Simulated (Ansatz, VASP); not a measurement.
## Two plane-wave programs on SrO

```xyz
2
Lattice="0.0000 2.5614 2.5614 2.5614 0.0000 2.5614 2.5614 2.5614 0.0000" Properties=species:S:1:pos:R:3 pbc="T T T"
Sr    2.5614    2.5614    2.5614
O     0.0000    0.0000    0.0000
```

Alike in both runs: functional PBEsol; k mesh 8 × 8 × 8; occupations gaussian, width 0.02 eV; no spin polarisation.

Ansatz relaxed the structure, and its values are those at the end. VASP's run is a single point on that final structure, the one shown.

|  | VASP | Ansatz |
| --- | --- | --- |
| version | VASP 6.6.1 | Ansatz 0.2.0 |
| potentials or method | VASP PAW PBE potentials, release 64 (Sr_sv, O), cutoff 600 eV | scalar-relativistic, plane waves, PAW |
| valence electrons in the cell | 16 | 16 |

VASP gave:

```
gap on the k mesh at the Fermi level (eV) : 3.15
least direct gap on the mesh (eV)         : 3.23
pressure (GPa)                            : 0.5
```

Question: What did Ansatz give for the same quantities?

Answer: gap on the k mesh at the Fermi level (eV): 3.20; least direct gap on the mesh (eV): 3.26; pressure (GPa): 0.0.

VASP's potentials were made for PBE, not for PBEsol.
